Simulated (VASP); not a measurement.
Write the native input for VASP 6.6.1 that does the following.

```yaml
Task: single point
Functional: PBE
Potentials_or_basis: VASP PAW PBE potentials, release 64 (Al)
Cutoff: 520 eV
k_mesh: 3 × 3 × 3
Occupations: gaussian, width 0.05 eV
Spin: no spin polarisation
Dipole_correction: no
Further_INCAR_settings: LREAL = Auto; ALGO = Normal; EDIFF = 1e-06; NBANDS = 68
```

The structure of Al (a cell with a defect) lies in POSCAR:

```
Al
1.0
    8.1000000000      0.0000000000      0.0000000000
    0.0000000000      8.1000000000      0.0000000000
    0.0000000000      0.0000000000      8.1000000000
Al
31
Direct
    0.5009208642      0.0002569136      0.0011398765
    0.7490417284      0.2521548148      0.0012511111
    0.7518507407      0.0001379012      0.2520891358
    0.0010319753      0.0002135802      0.0011609877
    0.2527913580      0.2520744444      0.0011500000
    0.7490725926      0.7481353086      0.0011327160
    0.2500658025      0.0002714815      0.2521225926
    0.5009282716      0.2521246914      0.2492186420
    0.7489941975      0.5001767901      0.2493807407
    0.5009356790      0.0001971605      0.5011054321
    0.7517190123      0.2492546914      0.5011775309
    0.7517804938      0.0002049383      0.7503635802
    0.0009313580      0.5001775309      0.0012358025
    0.2528324691      0.7483285185      0.0011392593
    0.0009564198      0.2493895062      0.2520830864
    0.2528379012      0.5000996296      0.2490940741
    0.5009196296      0.7483197531      0.2491971605
    0.0008919753      0.0002866667      0.5011472840
    0.2500732099      0.2493372840      0.5011639506
    0.5008481481      0.5002896296      0.5011750617
    0.7518472840      0.7511309877      0.5012225926
    0.2501956790      0.0001665432      0.7501343210
    0.5009832099      0.2521962963      0.7530938272
    0.7492377778      0.5001365432      0.7530107407
    0.0010200000      0.7510133333      0.2520843210
    0.0010085185      0.5001893827      0.5011549383
    0.2500341975      0.7511344444      0.5011362963
    0.0009971605      0.2492662963      0.7502871605
    0.2528082716      0.5002113580      0.7531472840
    0.5010220988      0.7482297531      0.7530581481
    0.0010129630      0.7510991358      0.7502693827
```

These files were run (other wordings do the same):

INCAR

```
SYSTEM = Al
PREC = Accurate
ENCUT = 520
EDIFF = 1E-6
ISMEAR = 0
SIGMA = 0.05
LREAL = Auto
LASPH = .TRUE.
NELM = 60
ALGO = Normal
ISIF = 2
LWAVE = .FALSE.
LCHARG = .TRUE.
GGA = PE
LELF = .TRUE.
LVHAR = .TRUE.
NBANDS = 68
```

KPOINTS

```
Automatic mesh
0
G
  3 3 3
  0 0 0
```

Potentials or basis: VASP PAW PBE potentials, release 64 (Al).

Command:

```console
$ cat potpaw_PBE.64/Al/POTCAR > POTCAR
$ mpirun -np 1 vasp_std > vasp.out
```

Results of the run:

* Pressure: -1.1 GPa
* Largest force: 0.009 eV/Å
* Band gap on the k mesh: zero (an odd number of electrons rules out a gap without spin polarisation)

Run time: 5.1 min on 1 thread of Intel(R) Xeon(R) 6975P-C (Granite Rapids), with other jobs on the host, peak memory 0.62 GiB.
